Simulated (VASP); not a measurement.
# Bi2Te3: single point with PBE

Bi2Te3:

```
Bi Te
1.0
     2.13228    1.23107    9.60340
    -2.13228    1.23107    9.60340
     0.00000   -2.46215    9.60340
Bi Te
2 3
Direct
  0.18800 0.18800 0.18800
  0.59800 0.59800 0.59800
  0.38900 0.38900 0.38900
  0.80000 0.80000 0.80000
  0.00000 0.00000 0.00000
```

```json
{
  "Program": "VASP 6.6.1",
  "Task": "single point",
  "Functional": "PBE",
  "Potentials or basis": "VASP PAW PBE potentials, release 64 (Bi_d, Te)",
  "Cutoff": "520 eV",
  "k mesh": "6 × 6 × 6",
  "Occupations": "fermi-dirac, width 0.05 eV",
  "Spin": "no spin polarisation"
}
```

```json
{"Pressure": "8.7 GPa", "Largest force": "1.629 eV/Å", "Band gap on the k mesh": "zero (bands 24 and 25 overlap by 0.09 eV)"}
```

Forces on the atoms (eV/Å):
```
Bi   0.000  0.000  1.483
Bi   0.000  0.000  0.391
Te   0.000  0.000  1.312
Te   0.000  0.000 -1.557
Te   0.000  0.000 -1.629
```

Stress tensor (GPa, compression positive):
```
8.95 0.00 0.00
0.00 8.95 0.00
0.00 0.00 8.30
```

Levels at points of the mesh, in eV from the Fermi level:
| k point | band 21 | band 22 | band 23 | band 24 | band 25 | band 26 | band 27 | band 28 |
| --- | --- | --- | --- | --- | --- | --- | --- | --- |
| (0.00, 0.00, 0.00) | -2.31 | -0.59 | -0.59 | -0.39 | 0.01 | 0.22 | 0.22 | 2.31 |
| (0.50, 0.00, 0.00) | -3.65 | -2.56 | -0.42 | -0.26 | -0.13 | 0.41 | 2.47 | 2.94 |
| (0.50, 0.50, 0.00) | -2.45 | -2.04 | -1.31 | -0.57 | 0.34 | 1.02 | 1.97 | 2.62 |
| (0.50, 0.50, 0.50) | -1.85 | -0.87 | -0.87 | -0.78 | 0.47 | 0.90 | 0.90 | 1.70 |

Run time: 10 min on 1 thread of AMD EPYC 9R45 96-Core Processor (Zen 5) (shared host), peak memory 0.92 GiB.

Caveat: the cell stands under pressure; spin-orbit coupling is left out, which moves the levels of the heavy elements; forces of over 1 eV/Å act on the atoms, so gaps and moduli don't describe the material at rest.
